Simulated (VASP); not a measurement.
A run of VASP 6.6.1:

File INCAR:

```
PREC = Accurate
ENCUT = 520
EDIFF = 1E-7
ISMEAR = -1
SIGMA = 0.06122561905347299
LREAL = F
LASPH = T
NELM = 100
ALGO = Normal
ISIF = 2
LWAVE = F
LCHARG = F
GGA = PE
NBANDS = 12
```

KPOINTS

```
regular mesh
0
Gamma
  14 14 14
```

File POSCAR:

```
Zn
1.0
    2.6486543067      0.0000000000      0.0000000000
    0.0000000000      2.6486543067      0.0000000000
    0.0000000000      0.0000000000      2.6486543067
Zn
1
Direct
    0.0000000000      0.0000000000      0.0000000000
```

Potentials or basis: VASP PAW PBE potentials, release 64 (Zn).

Command:

```console
$ cat potpaw_PBE.64/Zn/POTCAR > POTCAR
$ mpirun -np 1 vasp_std > vasp.out
```

Hardware: 1 thread of Intel Xeon 8259CL, with other jobs on the host.

Estimate the wall time of this run.

It took 22 s on 1 thread of Intel Xeon 8259CL, with other jobs on the host, peak memory 0.14 GiB. Counts: scf iterations 13, k points 120.
